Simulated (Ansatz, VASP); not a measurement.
# Two plane-wave programs on InSe

INCAR

```
SYSTEM = InSe
PREC = Accurate ; ENCUT = 520
EDIFF = 1E-7 ; ISMEAR = 0
SIGMA = 0.02 ; LREAL = .FALSE.
LASPH = .TRUE. ; NELM = 100
ALGO = Normal ; ISIF = 2
LWAVE = .FALSE. ; LCHARG = .FALSE.
LDIPOL = .TRUE. ; IDIPOL = 3
DIPOL = 0.5 0.5 0.500 ; GGA = PE
IVDW = 12 ; NBANDS = 27
```

Contents of KPOINTS:

```
Automatic mesh
0
G
  9 9 1
  0 0 0
```

POSCAR

```
InSe
1.0
    3.8250000000      0.0000000000      0.0000000000
   -1.9125000000      3.3125471695      0.0000000000
    0.0000000000      0.0000000000     36.7199571806
Se In
2 2
Direct
    0.0000000000      0.0000000000      0.4282403929
    0.0000000000      0.0000000000      0.5717318456
    0.6666666667      0.3333333333      0.4627570385
    0.6666666667      0.3333333333      0.5372152569
```

Input for Ansatz:

```yaml
crystal:
  lattice:
    - [3.825, 0.0, 0.0]
    - [-1.9125, 3.3125471695, 0.0]
    - [0.0, 0.0, 36.7199571806]
  atoms:
    - { symbol: Se, position: [0.0, 0.0, 0.4282403929] }
    - { symbol: In, position: [0.6666666667, 0.3333333333, 0.4627570385] }
    - { symbol: In, position: [0.6666666667, 0.3333333333, 0.5372152569] }
    - { symbol: Se, position: [0.0, 0.0, 0.5717318456] }
  periodic: [true, true, false]
basis:
  ecutwfc: 420
kpoints:
  mp_grid: { grid: [9, 9, 1] }
hamiltonian:
  xc: pbe
  pseudopotentials: { kind: paw, azcp: { folder: soft_1 } }
  dispersion: d3bj
scf:
  occupations: { method: gaussian, width: 0.02 }
output:
  forces: true
  stress: true
  eigenvalues: true
```

Alike in both runs: task single point; functional PBE; dispersion D3(BJ); k mesh 9 × 9 × 1; occupations gaussian, width 0.02 eV; no spin polarisation.

|  | VASP | Ansatz |
| --- | --- | --- |
| version | VASP 6.6.1 | Ansatz 0.2.0 |
| potentials or method | VASP PAW PBE potentials, release 64 (Se, In_d), cutoff 520 eV | scalar-relativistic, plane waves, PAW |
| valence electrons in the cell | 38 | 58 |

Ansatz gave:

```
gap on the k mesh at the Fermi level (eV) : 2.26
least direct gap on the mesh (eV)         : 2.39
rms of the force components (eV/Å)        : 0.588
```

Q: What did VASP give for the same quantities?

A: gap on the k mesh at the Fermi level (eV): 2.25; least direct gap on the mesh (eV): 2.38; rms of the force components (eV/Å): 0.599.

VASP's potentials hold 38 valence electrons a cell and Ansatz's 58, so a difference there can come from the potentials and not from the codes. Ansatz's warnings: structure snapped to symmetry.
